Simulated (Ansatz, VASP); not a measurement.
# Two plane-wave programs on Fe

File INCAR:

```
SYSTEM = Fe
ALGO     = Normal         ! electronic algorithm
EDIFF    = 1E-6           ! SCF threshold, eV
ENCUT    = 520            ! plane-wave cutoff, eV
GGA      = PE             ! functional
ISIF     = 2              ! what is computed and relaxed
ISMEAR   = 0              ! smearing method
ISPIN    = 2              ! spin polarisation
LASPH    = .True.         ! aspherical terms in the spheres
LCHARG   = .False.        ! write CHGCAR
LMAXMIX  = 4              ! l up to which the mixer works
LORBIT   = 11             ! projections on sites
LREAL    = .False.        ! projectors in reciprocal space
LWAVE    = .False.        ! write WAVECAR
MAGMOM   = 2.44           ! initial moments
NBANDS   = 14             ! bands
NELM     = 150            ! most SCF steps
PREC     = Accurate       ! precision mode
SIGMA    = 0.15           ! smearing width, eV
```

KPOINTS

```
k-points
0
Gamma
  12 12 12
  0 0 0
```

Contents of POSCAR:

```
Fe
1.0
   -1.2387940839      1.2387940839      1.7999678040
    1.2387940839     -1.2387940839      1.7999678040
    1.2387940839      1.2387940839     -1.7999678040
Fe
1
Direct
    0.0000000000      0.0000000000      0.0000000000
```

Input for Ansatz:

```yaml
crystal:
  lattice:
    - [-1.2387940839, 1.2387940839, 1.799967804]
    - [1.2387940839, -1.2387940839, 1.799967804]
    - [1.2387940839, 1.2387940839, -1.799967804]
  atoms:
    - { symbol: Fe, position: [0.0, 0.0, 0.0], spin: 2.44 }
basis:
  ecutwfc: 520.0
kpoints:
  mp_grid: { grid: [12, 12, 12] }
hamiltonian:
  xc: pbe
scf:
  occupations: { method: gaussian, width: 0.15 }
output:
  forces: true
  stress: true
  eigenvalues: true
  populations: true
magnetization:
  spin_polarized: true
```

Alike in both runs: task single point; functional PBE; k mesh 12 × 12 × 12; occupations gaussian, width 0.15 eV; collinear spin.

|  | VASP | Ansatz |
| --- | --- | --- |
| version | VASP 6.6.1 | Ansatz 0.2.0 |
| potentials or method | VASP PAW PBE potentials, release 64 (Fe), cutoff 520 eV | scalar-relativistic, plane waves, PAW |
| valence electrons in the cell | 8 | 16 |

|  | VASP | Ansatz | Ansatz less VASP |
| --- | --- | --- | --- |
| gap on the k mesh at the Fermi level (eV) | none | none | - |
| pressure (GPa) | -6.8 | -7.0 | -0.19 |
| traceless stress, the component that is largest in VASP (GPa) | -2.46 | -2.53 | -0.068 |
| net moment per atom (μB) | 1.35 | 1.32 | -0.035 |
| size of the moment on the site where the two differ most (μB) | 1.34 | 1.33 | -0.007 |

Site moments also hang on the region over which each program counts them. A gap of «none» marks a metal or a gap that the smearing closes. The functional is the same, so the differences come from potentials, cutoffs and numerics. VASP's potentials hold 8 valence electrons a cell and Ansatz's 16, so a difference there can come from the potentials and not from the codes.
